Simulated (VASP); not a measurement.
# B (P6_3/mmc) in VASP: a series of runs

Runs on B. Level: r2SCAN. Tasks: single point, relaxation of cell and atoms.

All numbers are computed with VASP 6.6.1; they aren't measurements. Logs are shortened: lines on timing, memory, paths and dates and some standing lists are left out, and cuts for length are marked.

**1. The cell of the first run**

The structure is hexagonal, space group P6_3/mmc (No. 194). Conventional cell: a = 2.337 Å, b = 2.337 Å, c = 6.365 Å, α = 90.00°, β = 90.00°, γ = 120.00°. B (site symmetry -6m2) has 3 B at 1.35 Å within 1.8 Å. B (site symmetry -6m2) has 3 B at 1.35 Å within 1.8 Å.

**2. Single point, r2SCAN**

POSCAR reads:

```
B
1.0
    2.3370407808      0.0000000000      0.0000000000
   -1.1685203904      2.0239366858      0.0000000000
    0.0000000000      0.0000000000      6.3651110696
B
4
Direct
    0.0000000000      0.0000000000      0.2500000000
    0.0000000000      0.0000000000      0.7500000000
    0.3333333333      0.6666666667      0.7500000000
    0.6666666667      0.3333333333      0.2500000000
```

INCAR.step1 reads:

```
  ALGO = Normal
  EDIFF = 1E-4
  ENCUT = 520
  GGA = PE
  ISMEAR = 0
  LASPH = T
  LCHARG = F
  LREAL = F
  LWAVE = T
  NBANDS = 14
  NELM = 100
  PREC = Accurate
  SIGMA = 0.1
```

INCAR.step2 reads:

```
  ALGO = Normal
  EDIFF = 1E-6
  ENCUT = 520
  ISIF = 2
  ISMEAR = 0
  ISTART = 1
  LASPH = T
  LCHARG = F
  LMIXTAU = T
  LREAL = F
  LWAVE = F
  METAGGA = R2SCAN
  NBANDS = 14
  NELM = 100
  PREC = Accurate
  SIGMA = 0.1
```

KPOINTS reads:

```
k-points
0
Gamma
  9 9 4
```

Potentials or basis: VASP PAW PBE potentials, release 64 (B).

Launch:

```
$ cat potpaw_PBE.64/B/POTCAR > POTCAR
$ cp INCAR.step1 INCAR
$ mpirun -np 1 vasp_std > vasp.out
$ cp INCAR.step2 INCAR
$ mpirun -np 1 vasp_std > vasp.out
```

OUTCAR:

```text
EDIFF = 1E-6
   ENCUT = 520
   ISIF = 2
   ISMEAR = 0
   ISTART = 1
   LASPH = T
   LREAL = F
   METAGGA = R2SCAN
   NELM = 100
   PREC = Accurate

 ion  position               nearest neighbor table
   1  0.000  0.000  0.250-   4 1.35   4 1.35   4 1.35
   2  0.000  0.000  0.750-   3 1.35   3 1.35   3 1.35
   3  0.333  0.667  0.750-   2 1.35   2 1.35   2 1.35
   4  0.667  0.333  0.250-   1 1.35   1 1.35   1 1.35

  LATTYP: Found a hexagonal cell.
 ALAT       =     2.3370407808
 C/A-ratio  =     2.7235772357

  Lattice vectors:

 A1 = (   2.3370407808,   0.0000000000,   0.0000000000)
 A2 = (  -1.1685203904,   2.0239366858,   0.0000000000)
 A3 = (   0.0000000000,   0.0000000000,   6.3651110696)

Analysis of symmetry for initial positions (statically):
=====================================================================
 Subroutine PRICEL returns:
 Original cell was already a primitive cell.

 Routine SETGRP: Setting up the symmetry group for a
 hexagonal supercell.

 Subroutine GETGRP returns: Found 24 space group operations
 (whereof 12 operations were pure point group operations)
 out of a pool of 24 trial point group operations.

The static configuration has the point symmetry D_3d.
 The point group associated with its full space group is D_6h.

Analysis of symmetry for dynamics (positions and initial velocities):
=====================================================================
 Subroutine PRICEL returns:
 Original cell was already a primitive cell.

 Routine SETGRP: Setting up the symmetry group for a
 hexagonal supercell.

 Subroutine GETGRP returns: Found 24 space group operations
 (whereof 12 operations were pure point group operations)
 out of a pool of 24 trial point group operations.

The dynamic configuration has the point symmetry D_3d.
 The point group associated with its full space group is D_6h.

 Subroutine INISYM returns: Found 24 space group operations
 (whereof 12 operations are pure point group operations),
 and found     1 'primitive' translations

----------------------------------------------------------------------------------------

                                     Primitive cell

  volume of cell :      30.1071

  direct lattice vectors                    reciprocal lattice vectors
     2.337040781  0.000000000  0.000000000     0.427891549  0.247043301  0.000000000
    -1.168520390  2.023936686  0.000000000     0.000000000  0.494086602  0.000000000
     0.000000000  0.000000000  6.365111070     0.000000000  0.000000000  0.157106449

  length of vectors
     2.337040781  2.337040781  6.365111070     0.494086602  0.494086602  0.157106449

  position of ions in fractional coordinates (direct lattice)
     0.000000000  0.000000000  0.250000000
     0.000000000  0.000000000  0.750000000
     0.333333333  0.666666667  0.750000000
     0.666666667  0.333333333  0.250000000

  ion indices of the primitive-cell ions
   primitive index   ion index
                 1           1
                 2           2
                 3           3
                 4           4

----------------------------------------------------------------------------------------

 KPOINTS: k-points

Automatic generation of k-mesh.
 Grid dimensions read from file:
 generate k-points for:    9    9    4

 Generating k-lattice:

  Cartesian coordinates                     Fractional coordinates (reciprocal lattice)
     0.047543505  0.027449256  0.000000000     0.111111111  0.000000000  0.000000000
     0.000000000  0.054898511  0.000000000     0.000000000  0.111111111  0.000000000
     0.000000000  0.000000000  0.039276612     0.000000000  0.000000000  0.250000000

  Length of vectors
     0.054898511  0.054898511  0.039276612

  Shift w.r.t. Gamma in fractional coordinates (k-lattice)
     0.000000000  0.000000000  0.000000000

 Subroutine IBZKPT returns following result:
 ===========================================

 Found     36 irreducible k-points:

 Following reciprocal coordinates:
            Coordinates               Weight
  0.000000  0.000000  0.000000      1.000000
  0.111111  0.000000  0.000000      6.000000
  0.222222  0.000000  0.000000      6.000000
  0.333333 -0.000000  0.000000      6.000000
  0.444444  0.000000  0.000000      6.000000
  0.111111  0.111111  0.000000      6.000000
[... 16 lines left out ...]
  0.333333  0.222222  0.250000     24.000000
  0.333333  0.333333  0.250000      4.000000
 [... further k-points ...]
   k-points           NKPTS =     36   k-points in BZ     NKDIM =     36   number of bands    NBANDS=     14
   number of dos      NEDOS =    301   number of ions     NIONS =      4
   total plane-waves  NPLWV =  15552
   dimension x,y,z NGX =    18 NGY =   18 NGZ =   48
   dimension x,y,z NGXF=    36 NGYF=   36 NGZF=   96
   ions per type =               4
   NGX,Y,Z   is equivalent  to a cutoff of  12.80, 12.80, 12.54 a.u.
   NGXF,Y,Z  is equivalent  to a cutoff of  25.61, 25.61, 25.07 a.u.
 SYSTEM =  unknown system
   PREC   = accura    normal or accurate (medium, high low for compatibility)
   ISTART =      1    job   : 0-new  1-cont  2-samecut
   ICHARG =      0    charge: 1-file 2-atom 10-const
   ISPIN  =      1    spin polarized calculation?
   LNONCOLLINEAR =      F non collinear calculations
   LSORBIT =      F    spin-orbit coupling
   LASPH  =      T    aspherical Exc in radial PAW
   ENCUT  =  520.0 eV  38.22 Ry    6.18 a.u.   4.35  4.35 11.83*2*pi/ulx,y,z
   NELM   =    100;   NELMIN=  2; NELMDL=  0     # of ELM steps
   EDIFF  = 0.1E-05   stopping-criterion for ELM
   LREAL  =      F    real-space projection
   EDIFFG = 0.1E-04   stopping-criterion for IOM
   NSW    =      0    number of steps for IOM
   IBRION =     -1    ionic relax: 0-MD 1-quasi-New 2-CG
   NFREE  =      0    steps in history (QN), initial steepest desc. (CG)
   ISIF   =      2    stress and relaxation
   ISYM   =      2    0-nonsym 1-usesym 2-fastsym
   POTIM  = 0.5000    time-step for ionic-motion
   TEBEG  =    0.0;   TEEND  =   0.0 temperature during run
   PSTRESS=    0.0 pullay stress
   NELECT =      12.0000    total number of electrons
   NUPDOWN=      -1.0000    fix difference up-down
   EMIN   =  10.00;   EMAX   =-10.00  energy-range for DOS
   EFERMI =   0.00;   METHOD = LEGACY
   ISMEAR =     0;   SIGMA  =   0.10  broadening in eV -4-tet -1-fermi 0-gaus
   EFERMI_NEDOS =   21; number of points for ismear=-14 and -15
   IALGO  =     38    algorithm
   IMIX   =      4    mixing-type and parameters
     AMIX     =   0.40;   BMIX     =  1.00
     AMIX_MAG =   1.60;   BMIX_MAG =  1.00
  volume/ion in A,a.u.               =       7.53        50.79
  Fermi-wavevector in a.u.,A,eV,Ry     =   1.204792  2.276727 19.749189  1.451524
  Thomas-Fermi vector in A             =   2.340507
   LORBIT       =      0    0 simple, 1 ext, 2 COOP (PROOUT), +10 PAW based schemes
   METAGGA = R2SCAN    functional components
   LHFCALC =     F    Hartree Fock is set to
   AEXX    =    0.0000 exact exchange contribution
   IVDW    =     0    specifies the selected vdW correction
   LEPSILON=     F    determine dielectric tensor
   LRPA    =     F    only Hartree local field effects (RPA)
 non-spin polarized calculation
 Gauss-broadening in eV      SIGMA  =   0.10
  energy-cutoff  :      520.00
  volume of cell :       30.11
 maximum number of plane-waves:       845
 NGX is ok and might be reduce to    18
   NGX =  9   NGY =  9   NGZ = 23

 number of electron      12.0000001 magnetization

 Free energy of the ion-electron system (eV)
  ---------------------------------------------------
  ext. energy  EPLUGINS =         0.00000000
  ---------------------------------------------------
  free energy    TOTEN  =       -14.16513764 eV

  energy without entropy =      -14.14982334  energy(sigma->0) =      -14.15748049

 E-fermi :   3.3998     XC(G=0): -11.4252

 val. band max:        3.3793095954   @ k =   0.2222   0.0000   0.2500
 cond. band min:       3.4006821048   @ k =   0.2222   0.1111   0.2500
 fundamental gap:      0.0213725094
 Fermi energy:         3.3997673804

 k-point     1 :       0.0000    0.0000    0.0000
  band No.  band energies     occupation
      1     -11.1417      2.00000
      2     -10.1917      2.00000
      3      -3.5789      2.00000
      4       0.0177      2.00000
      5       7.6561      0.00000
      6       7.6561      0.00000
      7       7.7042      0.00000
      8       7.7042      0.00000
      9      10.4947      0.00000
     10      18.8310      0.00000
     11      18.8310      0.00000
     12      18.9603      0.00000
     13      18.9603      0.00000
     14      19.6587      0.00000

 k-point     2 :       0.1111    0.0000    0.0000
  band No.  band energies     occupation
      1     -10.8176      2.00000
      2      -9.8900      2.00000
      3      -3.1283      2.00000
      4       0.4504      2.00000
      5       6.3172      0.00000
      6       6.4325      0.00000
      7       6.7104      0.00000
      8       6.8022      0.00000
      9      10.8382      0.00000
     10      19.0224      0.00000
     11      19.5006      0.00000
     12      19.9918      0.00000
     13      20.6155      0.00000
     14      20.7494      0.00000

 k-point     3 :       0.2222    0.0000    0.0000
  band No.  band energies     occupation
      1      -9.8548      2.00000
      2      -8.9936      2.00000
      3      -1.7847      2.00000
      4       1.7301      2.00000
      5       3.3404      1.59852
      6       3.5710      0.01545
      7       4.9889      0.00000
      8       5.1109      0.00000
      9      11.9690      0.00000
     10      18.3932      0.00000
     11      19.3455      0.00000
     12      20.2181      0.00000
     13      20.3052      0.00000
     14      21.4114      0.00000
[... 324 lines left out ...]
 k-point    23 :       0.3333    0.2222    0.2500
  band No.  band energies     occupation
      1      -5.3239      2.00000
      2      -4.9806      2.00000
      3      -2.1929      2.00000
      4      -1.9117      2.00000
      5      -0.0750      2.00000
      6       0.1515      2.00000
      7       4.9253      0.00000
      8       6.6710      0.00000
      9       9.7918      0.00000
     10      10.9142      0.00000
     11      17.1285      0.00000
     12      18.3184      0.00000
     13      19.5892      0.00000
     14      22.0510      0.00000

 k-point    24 :       0.3333    0.3333    0.2500
  band No.  band energies     occupation
      1      -3.9107      2.00000
      2      -3.9107      2.00000
      3      -2.1368      2.00000
      4      -1.9088      2.00000
      5      -1.9088      2.00000
      6      -1.7190      2.00000
      7       7.3378      0.00000
      8       8.1610      0.00000
      9       8.1610      0.00000
     10       9.3692      0.00000
     11      16.4093      0.00000
     12      16.4093      0.00000
     13      21.2046      0.00000
     14      21.8599      0.00000

 [... further k-points ...]
[... 5 lines left out ...]
  --------------------------------------------------------------------------------------
  -------------------------------------------------------------------------------------
  Total       50.9346081     50.9346081      0.5460720      0.0000000     -0.0000000      0.0000000
  in kB     2710.5308298   2710.5308297     29.0597130      0.0000000     -0.0000000      0.0000000
  external PRESSURE =    1816.7071242 kB  Pullay stress =       0.0000000 kB

 VOLUME and BASIS-vectors are now :
 -----------------------------------------------------------------------------
  energy-cutoff  :      520.00
  volume of cell :       30.11
      direct lattice vectors                 reciprocal lattice vectors
     2.337040781  0.000000000  0.000000000     0.427891549  0.247043301  0.000000000
    -1.168520390  2.023936686  0.000000000     0.000000000  0.494086602  0.000000000
     0.000000000  0.000000000  6.365111070     0.000000000  0.000000000  0.157106449

 POSITION                                       TOTAL-FORCE (eV/Angst)
 -----------------------------------------------------------------------------------
      0.00000      0.00000      1.59128        -0.000000     -0.000000      0.000000
      0.00000      0.00000      4.77383         0.000000      0.000000     -0.000000
     -0.00000      1.34929      4.77383         0.000000      0.000000     -0.000000
      1.16852      0.67465      1.59128        -0.000000     -0.000000      0.000000
 -----------------------------------------------------------------------------------
    total drift:                               -0.000000      0.000000      0.000000

  FREE ENERGIE OF THE ION-ELECTRON SYSTEM (eV)
  ---------------------------------------------------
  free  energy   TOTEN  =       -14.1651376393 eV

  energy  without entropy=      -14.1498233361  energy(sigma->0) =      -14.15748049
```

Run time: 48 s. Hardware: 1 thread of Intel Xeon 6975P-C (Granite Rapids), shared host; peak memory 0.14 GiB.

Results:

* Free energy: -14.1651 eV
* Pressure: 181.7 GPa
* Band gap on the k mesh: zero (band 6 reaches 7.68 eV, above the bottom of band 7 at 1.72 eV)

Levels at points of the mesh, in eV from the Fermi level:
```
           k point  band 3  band 4  band 5  band 6  band 7  band 8  band 9  band 10
(0.00, 0.00, 0.00)   -6.98   -3.38    4.26    4.26    4.30    4.30    7.09    15.43
(0.00, 0.00, 0.50)   -5.35   -5.35    4.28    4.28    4.28    4.28   10.87    10.87
```

Caveat: the PAW data sets were made with another functional, which shifts forces and pressure a little.

(Part 1 of 2 ends here.)
